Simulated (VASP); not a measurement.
# BN (I-4m2) in VASP: a series of runs

The runs below take BN through single point, with r2SCAN.

Everything below comes from runs of VASP 6.6.1. Logs are shortened: lines on timing, memory, paths and dates and some standing lists are left out, and cuts for length are marked.

## 1. The cell of the first run

The structure is tetragonal, space group I-4m2 (No. 119). Conventional cell: a = 2.526 Å, b = 2.526 Å, c = 3.680 Å, α = 90.00°, β = 90.00°, γ = 90.00°. B (site symmetry -4m2) has 4 N at 1.56 Å within 2.1 Å. Within 2.1 Å of N (site symmetry -4m2) lie 4 B at 1.56 Å.

## 2. Single point, r2SCAN (strain -0.015 along x and y, +0.015 along z)

POSCAR reads:

```
BN
1.0
    0.0000000000      1.7858059850      1.8401960150
    1.7858059850      0.0000000000      1.8401960150
    1.7858059850      1.7858059850      0.0000000000
B N
1 1
Direct
    0.0000000000      0.0000000000      0.0000000000
    0.7500000000      0.7500000000      0.7500000000
```

INCAR.step1 reads:

```
ALGO = Normal ; EDIFF = 1E-4
ENCUT = 520 ; GGA = PE
ISMEAR = 0 ; LASPH = T
LCHARG = F ; LREAL = F
LWAVE = T ; NBANDS = 11
NELM = 100 ; PREC = Accurate
SIGMA = 0.05
```

INCAR.step2 reads:

```
ALGO = Normal ; EDIFF = 1E-6
ENCUT = 520 ; ISIF = 2
ISMEAR = 0 ; ISTART = 1
LASPH = T ; LCHARG = F
LMIXTAU = T ; LREAL = F
LWAVE = F ; METAGGA = R2SCAN
NBANDS = 11 ; NELM = 100
PREC = Accurate ; SIGMA = 0.05
```

KPOINTS reads:

```
k-points
0
Gamma
  12 12 12
```

Potentials or basis: VASP PAW PBE potentials, release 64 (B, N).

Launch:

```sh
> cat potpaw_PBE.64/B/POTCAR potpaw_PBE.64/N/POTCAR > POTCAR
> cp INCAR.step1 INCAR
> mpirun -np 1 vasp_std > vasp.out
> cp INCAR.step2 INCAR
> mpirun -np 1 vasp_std > vasp.out
```

OUTCAR:

```text
EDIFF = 1E-6
   ENCUT = 520
   ISIF = 2
   ISMEAR = 0
   ISTART = 1
   LASPH = T
   LREAL = F
   METAGGA = R2SCAN
   NELM = 100
   PREC = Accurate

 ion  position               nearest neighbor table
   1  0.000  0.000  0.000-   2 1.56   2 1.56   2 1.56   2 1.56
   2  0.750  0.750  0.750-   1 1.56   1 1.56   1 1.56   1 1.56

  LATTYP: Found a body centered tetragonal cell.
 ALAT       =     2.5255110438
 C/A-ratio  =     1.4572860567

  Lattice vectors:

 A1 = (  -1.7858059850,   0.0000000000,   1.8401960150)
 A2 = (   1.7858059850,   0.0000000000,   1.8401960150)
 A3 = (   0.0000000000,   1.7858059850,  -1.8401960150)

Analysis of symmetry for initial positions (statically):
=====================================================================
 Subroutine PRICEL returns:
 Original cell was already a primitive cell.

 Routine SETGRP: Setting up the symmetry group for a
 body centered tetragonal supercell.

 Subroutine GETGRP returns: Found  8 space group operations
 (whereof  8 operations were pure point group operations)
 out of a pool of 16 trial point group operations.

The static configuration has the point symmetry D_2d.

Analysis of symmetry for dynamics (positions and initial velocities):
=====================================================================
 Subroutine PRICEL returns:
 Original cell was already a primitive cell.

 Routine SETGRP: Setting up the symmetry group for a
 body centered tetragonal supercell.

 Subroutine GETGRP returns: Found  8 space group operations
 (whereof  8 operations were pure point group operations)
 out of a pool of 16 trial point group operations.

The dynamic configuration has the point symmetry D_2d.

 Subroutine INISYM returns: Found  8 space group operations
 (whereof  8 operations are pure point group operations),
 and found     1 'primitive' translations

----------------------------------------------------------------------------------------

                                     Primitive cell

  volume of cell :      11.7371

  direct lattice vectors                    reciprocal lattice vectors
     0.000000000  1.785805985  1.840196015    -0.279985622  0.279985622  0.271710185
     1.785805985  0.000000000  1.840196015     0.279985622 -0.279985622  0.271710185
     1.785805985  1.785805985  0.000000000     0.279985622  0.279985622 -0.271710185

  length of vectors
     2.564259033  2.564259033  2.525511044     0.480219036  0.480219036  0.480219036

  position of ions in fractional coordinates (direct lattice)
     0.000000000  0.000000000  0.000000000
     0.750000000  0.750000000  0.750000000

  ion indices of the primitive-cell ions
   primitive index   ion index
                 1           1
                 2           2

----------------------------------------------------------------------------------------

 KPOINTS: k-points

Automatic generation of k-mesh.
 Grid dimensions read from file:
 generate k-points for:   12   12   12

 Generating k-lattice:

  Cartesian coordinates                     Fractional coordinates (reciprocal lattice)
    -0.023332135  0.023332135  0.022642515     0.083333333  0.000000000  0.000000000
     0.023332135 -0.023332135  0.022642515     0.000000000  0.083333333  0.000000000
     0.023332135  0.023332135 -0.022642515     0.000000000  0.000000000  0.083333333

  Length of vectors
     0.040018253  0.040018253  0.040018253

  Shift w.r.t. Gamma in fractional coordinates (k-lattice)
     0.000000000  0.000000000  0.000000000

 Subroutine IBZKPT returns following result:
 ===========================================

 Found    163 irreducible k-points:

 Following reciprocal coordinates:
            Coordinates               Weight
  0.000000  0.000000  0.000000      1.000000
  0.083333  0.000000  0.000000      8.000000
  0.166667 -0.000000  0.000000      8.000000
  0.250000  0.000000  0.000000      8.000000
  0.333333  0.000000  0.000000      8.000000
  0.416667  0.000000  0.000000      8.000000
[... 16 lines left out ...]
  0.500000  0.166667  0.000000      8.000000
 -0.416667  0.166667  0.000000      8.000000
 [... further k-points ...]
   k-points           NKPTS =    163   k-points in BZ     NKDIM =    163   number of bands    NBANDS=     11
   number of dos      NEDOS =    301   number of ions     NIONS =      2
   total plane-waves  NPLWV =   8000
   dimension x,y,z NGX =    20 NGY =   20 NGZ =   20
   dimension x,y,z NGXF=    40 NGYF=   40 NGZF=   40
   ions per type =               1   1
   NGX,Y,Z   is equivalent  to a cutoff of  12.97, 12.97, 13.17 a.u.
   NGXF,Y,Z  is equivalent  to a cutoff of  25.93, 25.93, 26.33 a.u.
 SYSTEM =  unknown system
   PREC   = accura    normal or accurate (medium, high low for compatibility)
   ISTART =      1    job   : 0-new  1-cont  2-samecut
   ICHARG =      0    charge: 1-file 2-atom 10-const
   ISPIN  =      1    spin polarized calculation?
   LNONCOLLINEAR =      F non collinear calculations
   LSORBIT =      F    spin-orbit coupling
   LASPH  =      T    aspherical Exc in radial PAW
   ENCUT  =  520.0 eV  38.22 Ry    6.18 a.u.   4.77  4.77  4.70*2*pi/ulx,y,z
   NELM   =    100;   NELMIN=  2; NELMDL=  0     # of ELM steps
   EDIFF  = 0.1E-05   stopping-criterion for ELM
   LREAL  =      F    real-space projection
   EDIFFG = 0.1E-04   stopping-criterion for IOM
   NSW    =      0    number of steps for IOM
   IBRION =     -1    ionic relax: 0-MD 1-quasi-New 2-CG
   NFREE  =      0    steps in history (QN), initial steepest desc. (CG)
   ISIF   =      2    stress and relaxation
   ISYM   =      2    0-nonsym 1-usesym 2-fastsym
   POTIM  = 0.5000    time-step for ionic-motion
   TEBEG  =    0.0;   TEEND  =   0.0 temperature during run
   PSTRESS=    0.0 pullay stress
   NELECT =       8.0000    total number of electrons
   NUPDOWN=      -1.0000    fix difference up-down
   EMIN   =  10.00;   EMAX   =-10.00  energy-range for DOS
   EFERMI =   0.00;   METHOD = LEGACY
   ISMEAR =     0;   SIGMA  =   0.05  broadening in eV -4-tet -1-fermi 0-gaus
   EFERMI_NEDOS =   21; number of points for ismear=-14 and -15
   IALGO  =     38    algorithm
   IMIX   =      4    mixing-type and parameters
     AMIX     =   0.40;   BMIX     =  1.00
     AMIX_MAG =   1.60;   BMIX_MAG =  1.00
  volume/ion in A,a.u.               =       5.87        39.60
  Fermi-wavevector in a.u.,A,eV,Ry     =   1.440734  2.722593 28.241829  2.075716
  Thomas-Fermi vector in A             =   2.559445
   LORBIT       =      0    0 simple, 1 ext, 2 COOP (PROOUT), +10 PAW based schemes
   METAGGA = R2SCAN    functional components
   LHFCALC =     F    Hartree Fock is set to
   AEXX    =    0.0000 exact exchange contribution
   IVDW    =     0    specifies the selected vdW correction
   LEPSILON=     F    determine dielectric tensor
   LRPA    =     F    only Hartree local field effects (RPA)
 non-spin polarized calculation
 Gauss-broadening in eV      SIGMA  =   0.05
  energy-cutoff  :      520.00
  volume of cell :       11.74
 maximum number of plane-waves:       334
   NGX =  9   NGY =  9   NGZ =  9

 number of electron       7.9999999 magnetization

 Free energy of the ion-electron system (eV)
  ---------------------------------------------------
  ext. energy  EPLUGINS =         0.00000000
  ---------------------------------------------------
  free energy    TOTEN  =       -19.15668125 eV

  energy without entropy =      -19.15668125  energy(sigma->0) =      -19.15668125

 E-fermi :   7.6770     XC(G=0): -13.6801

 val. band max:        7.4274130217   @ k =   0.0000   0.0000   0.0000
 cond. band min:      12.1318949724   @ k =   0.5000   0.0000   0.5000
 fundamental gap:      4.7044819507
 Fermi energy:         7.6770215904

 k-point     1 :       0.0000    0.0000    0.0000
  band No.  band energies     occupation
      1     -14.0421      2.00000
      2       7.1083      2.00000
      3       7.4274      2.00000
      4       7.4274      2.00000
      5      16.8142      0.00000
      6      16.8142      0.00000
      7      17.0310      0.00000
      8      18.4834      0.00000
      9      33.5834      0.00000
     10      35.2232      0.00000
     11      36.1907      0.00000

 k-point     2 :       0.0833    0.0000    0.0000
  band No.  band energies     occupation
      1     -13.8661      2.00000
      2       6.3391      2.00000
      3       7.0422      2.00000
      4       7.2526      2.00000
      5      17.0016      0.00000
      6      17.1086      0.00000
      7      17.3519      0.00000
      8      19.0725      0.00000
      9      33.1542      0.00000
     10      33.5300      0.00000
     11      34.6081      0.00000

 k-point     3 :       0.1667   -0.0000    0.0000
  band No.  band energies     occupation
      1     -13.3452      2.00000
      2       4.1603      2.00000
      3       6.5324      2.00000
      4       6.8257      2.00000
      5      17.3125      0.00000
      6      17.8068      0.00000
      7      17.9950      0.00000
      8      20.4973      0.00000
      9      31.8153      0.00000
     10      32.8464      0.00000
     11      32.9126      0.00000

 k-point     4 :       0.2500    0.0000    0.0000
  band No.  band energies     occupation
      1     -12.5058      2.00000
      2       1.5795      2.00000
      3       5.9630      2.00000
      4       6.3320      2.00000
      5      17.5676      0.00000
      6      18.5055      0.00000
      7      18.5919      0.00000
      8      21.9521      0.00000
      9      31.5528      0.00000
     10      32.2740      0.00000
     11      32.4335      0.00000

 k-point     5 :       0.3333    0.0000    0.0000
  band No.  band energies     occupation
      1     -11.4181      2.00000
      2      -0.9141      2.00000
      3       5.4761      2.00000
      4       5.9109      2.00000
      5      17.7371      0.00000
      6      18.8975      0.00000
      7      18.9049      0.00000
      8      23.0123      0.00000
      9      31.8530      0.00000
     10      32.9889      0.00000
     11      33.0078      0.00000
[... 211 lines left out ...]
 k-point    21 :       0.3333    0.1667    0.0000
  band No.  band energies     occupation
      1     -11.6603      2.00000
      2       0.9853      2.00000
      3       4.5354      2.00000
      4       4.6488      2.00000
      5      16.3848      0.00000
      6      20.3630      0.00000
      7      21.1408      0.00000
      8      21.2153      0.00000
      9      27.7012      0.00000
     10      35.1164      0.00000
     11      36.9887      0.00000

 k-point    22 :       0.4167    0.1667    0.0000
  band No.  band energies     occupation
      1     -10.5726      2.00000
      2      -1.1643      2.00000
      3       3.7818      2.00000
      4       4.4803      2.00000
      5      16.8141      0.00000
      6      20.3866      0.00000
      7      21.2740      0.00000
      8      22.3730      0.00000
      9      28.9092      0.00000
     10      34.8623      0.00000
     11      37.2455      0.00000

 k-point    23 :       0.5000    0.1667    0.0000
  band No.  band energies     occupation
      1      -9.5761      2.00000
      2      -2.7868      2.00000
      3       3.1429      2.00000
      4       4.5739      2.00000
      5      17.2019      0.00000
      6      20.3032      0.00000
      7      21.0204      0.00000
      8      23.7325      0.00000
      9      29.5107      0.00000
     10      35.1608      0.00000
     11      36.4319      0.00000

 k-point    24 :      -0.4167    0.1667    0.0000
  band No.  band energies     occupation
      1      -9.3324      2.00000
      2      -3.1370      2.00000
      3       2.7328      2.00000
      4       4.9116      2.00000
      5      17.7133      0.00000
      6      20.1533      0.00000
      7      20.5770      0.00000
      8      24.1818      0.00000
      9      30.0308      0.00000
     10      34.0148      0.00000
     11      35.6136      0.00000

 [... further k-points ...]

------------------------ aborting loop because EDIFF is reached ----------------------------------------

  FORCE on cell =-STRESS in cart. coord.  units (eV):
  Direction    XX          YY          ZZ          XY          YZ          ZX
  --------------------------------------------------------------------------------------
  -------------------------------------------------------------------------------------
  Total        0.6301929      0.6301929     -0.8540412      0.0000000     -0.0000000      0.0000000
  in kB       86.0243614     86.0243614   -116.5807372      0.0000000     -0.0000000      0.0000000
  external PRESSURE =      18.4893285 kB  Pullay stress =       0.0000000 kB

 VOLUME and BASIS-vectors are now :
 -----------------------------------------------------------------------------
  energy-cutoff  :      520.00
  volume of cell :       11.74
      direct lattice vectors                 reciprocal lattice vectors
     0.000000000  1.785805985  1.840196015    -0.279985622  0.279985622  0.271710185
     1.785805985  0.000000000  1.840196015     0.279985622 -0.279985622  0.271710185
     1.785805985  1.785805985  0.000000000     0.279985622  0.279985622 -0.271710185

 POSITION                                       TOTAL-FORCE (eV/Angst)
 -----------------------------------------------------------------------------------
      0.00000      0.00000      0.00000         0.000000      0.000000      0.000000
      2.67871      2.67871      2.76029        -0.000000     -0.000000     -0.000000
 -----------------------------------------------------------------------------------
    total drift:                                0.000001      0.000001     -0.000001

  FREE ENERGIE OF THE ION-ELECTRON SYSTEM (eV)
  ---------------------------------------------------
  free  energy   TOTEN  =       -19.1566812536 eV

  energy  without entropy=      -19.1566812536  energy(sigma->0) =      -19.15668125
```

Wall time 1.9 min (1 thread of Intel Xeon 8259CL, shared host); peak memory 0.13 GiB.

Results:

| Item | Value |
| --- | --- |
| Free energy | -19.1567 eV |
| Pressure | 1.8 GPa |
| Band gap on the k mesh | 4.70 eV, indirect (least direct gap 9.39 eV) |

Caveat: the cell differs from its parent crystal (strain -0.015 along x and y, +0.015 along z); the PAW data sets were made with another functional, which shifts forces and pressure a little. A k mesh can miss the band edges.

## 3. Single point, r2SCAN (strain -0.015 along x and y, +0.030 along z)

POSCAR reads:

```
BN
1.0
    0.0000000000      1.7858059850      1.8673910300
    1.7858059850      0.0000000000      1.8673910300
    1.7858059850      1.7858059850      0.0000000000
B N
1 1
Direct
    0.0000000000      0.0000000000      0.0000000000
    0.7500000000      0.7500000000      0.7500000000
```

INCAR.step1 reads:

```
PREC = Accurate
ENCUT = 520
ISMEAR = 0
SIGMA = 0.05
LREAL = False
LASPH = True
NELM = 60
NBANDS = 11
GGA = PE
ALGO = Normal
EDIFF = 1E-4
LWAVE = True
LCHARG = False
```

INCAR.step2 reads:

```
PREC = Accurate
ENCUT = 520
EDIFF = 1E-6
ISMEAR = 0
SIGMA = 0.05
LREAL = False
LASPH = True
NELM = 60
ALGO = Normal
ISIF = 2
LWAVE = False
LCHARG = True
METAGGA = R2SCAN
LMIXTAU = True
LELF = True
LVHAR = True
NBANDS = 11
ISTART = 1
```

KPOINTS reads:

```
Automatic mesh
0
Gamma
  12 12 12
```

Potentials or basis: VASP PAW PBE potentials, release 64 (B, N).

Launch:

```sh
> cat potpaw_PBE.64/B/POTCAR potpaw_PBE.64/N/POTCAR > POTCAR
> cp INCAR.step1 INCAR
> mpirun -np 1 vasp_std > vasp.out
> cp INCAR.step2 INCAR
> mpirun -np 1 vasp_std > vasp.out
```

Wall time 1.9 min (1 thread of Intel Xeon 8259CL, shared host); peak memory 0.13 GiB.

It converged, with:

- Free energy: -19.1377 eV
- Pressure: -3.8 GPa
- Band gap on the k mesh: 4.56 eV, indirect (least direct gap 9.24 eV)

Stress tensor (GPa, compression positive):
```
  6.27   0.00   0.00
  0.00   6.27   0.00
  0.00   0.00 -24.06
```

Levels at points of the mesh, in eV from the valence-band top:
```
           k point  band 1  band 2  band 3  band 4  band 5  band 6  band 7  band 8  band 9
(0.00, 0.00, 0.00)  -21.35   -0.48    0.00    0.00    9.24    9.24    9.56   10.74   25.82
(0.50, 0.00, 0.00)  -17.09  -11.16   -2.52   -1.79    9.90   11.52   11.61   16.16   24.52
(0.50, 0.50, 0.00)  -16.03   -9.86   -4.79   -4.79    5.35   10.33   18.86   18.86   21.24
(0.50, 0.00, 0.50)  -15.51   -9.20   -5.42   -5.40    4.56    9.26   18.56   19.26   22.14
```

Caveat: the cell differs from its parent crystal (strain -0.015 along x and y, +0.030 along z); the PAW data sets were made with another functional, which shifts forces and pressure a little. A k mesh can miss the band edges.

## 4. Single point, r2SCAN (strain +0.015 along x and y, -0.030 along z)

POSCAR reads:

```
BN
1.0
    0.0000000000      1.8401960150      1.7586109700
    1.8401960150      0.0000000000      1.7586109700
    1.8401960150      1.8401960150      0.0000000000
B N
1 1
Direct
    0.0000000000      0.0000000000      0.0000000000
    0.7500000000      0.7500000000      0.7500000000
```

INCAR.step1 reads:

```
PREC = Accurate
ENCUT = 520
ISMEAR = 0
SIGMA = 0.05
LREAL = F
LASPH = T
NELM = 60
NBANDS = 11
GGA = PE
ALGO = Normal
EDIFF = 1E-4
LWAVE = T
LCHARG = F
```

INCAR.step2 reads:

```
PREC = Accurate
ENCUT = 520
EDIFF = 1E-6
ISMEAR = 0
SIGMA = 0.05
LREAL = F
LASPH = T
NELM = 60
ALGO = Normal
ISIF = 2
LWAVE = F
LCHARG = F
METAGGA = R2SCAN
LMIXTAU = T
NBANDS = 11
ISTART = 1
```

KPOINTS reads:

```
regular mesh
0
Gamma
  12 12 12
```

Launch:

```sh
> cat potpaw_PBE.64/B/POTCAR potpaw_PBE.64/N/POTCAR > POTCAR
> cp INCAR.step1 INCAR
> mpirun -np 1 vasp_std > vasp.out
> cp INCAR.step2 INCAR
> mpirun -np 1 vasp_std > vasp.out
```

It took 2.1 min on 1 thread of Intel Xeon 8259CL, shared host; peak memory 0.14 GiB.

Results (log left out):

```yaml
Free_energy: -19.1395 eV
Pressure: -3.9 GPa
Band_gap_on_the_k_mesh: 4.18 eV, indirect (least direct gap 9.01 eV)
```

Stress tensor (GPa, compression positive):
```
-12.88   0.00   0.00
  0.00 -12.88   0.00
  0.00   0.00  14.20
```

Levels at points of the mesh, in eV from the valence-band top:
```tsv
k point	band 1	band 2	band 3	band 4	band 5	band 6	band 7	band 8	band 9
(0.00, 0.00, 0.00)	-21.47	-0.42	-0.42	0.00	9.01	9.33	9.33	10.62	25.70
(0.50, 0.00, 0.00)	-17.21	-11.28	-2.62	-1.93	9.94	10.87	11.85	16.05	24.40
(0.50, 0.50, 0.00)	-15.46	-9.09	-5.75	-5.75	4.18	8.75	18.90	18.90	22.38
(0.50, 0.00, 0.50)	-15.98	-9.76	-5.12	-5.09	4.97	9.87	18.38	19.05	21.40
```

Caveat: the cell differs from its parent crystal (strain +0.015 along x and y, -0.030 along z); the PAW data sets were made with another functional, which shifts forces and pressure a little. A k mesh can miss the band edges.

(Continued in part 2 of 2.)
